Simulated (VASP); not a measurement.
A run of VASP 6.6.1 is set up as follows.

File INCAR:

```
SYSTEM = Al2O3
  ALGO = Normal
  EDIFF = 1E-8
  ENCUT = 520
  GGA = PS
  ISIF = 2
  ISMEAR = 0
  LASPH = .True.
  LCHARG = .False.
  LEPSILON = .True.
  LREAL = .False.
  LWAVE = .False.
  NELM = 60
  PREC = Accurate
  SIGMA = 0.01
```

File KPOINTS:

```
k-points
0
Gamma
  12 12 2
  0 0 0
```

Contents of POSCAR:

```
Al2O3
1.0
    2.8843250000      0.0000000000      0.0000000000
   -1.4421620000      2.4978990000      0.0000000000
    0.0000000000      0.0000000000      9.3367540000
Al O
2 3
Direct
    0.0000000000      0.0000000000      0.1499920000
    0.0000000000      0.0000000000      0.8500080000
    0.3333333333      0.6666666667      0.2223170000
    0.6666666667      0.3333333333      0.0000000000
    0.3333333333      0.6666666667      0.7776830000
```

Potentials or basis: VASP PAW PBE potentials, release 64 (Al, O).

The run is started by

```sh
$ cat potpaw_PBE.64/Al/POTCAR potpaw_PBE.64/O/POTCAR > POTCAR
$ mpirun -np 1 vasp_std > vasp.out
```

Problem. Predict the electronic dielectric tensor (diagonal).

Solution. 2.71, 2.71, 1.95.

Problem. What does it give for the Born charges (mean of the diagonal)?

Solution. Al +2.52; O -1.57, -1.89 (each value once) e.

Problem. Predict the band gap on the k mesh.

Solution. 4.74 eV (least direct gap 4.98 eV).

Electronic dielectric tensor:
```
2.71 0.00 0.00
0.00 2.71 0.00
0.00 0.00 1.95
```

 A k mesh can miss the band edges.
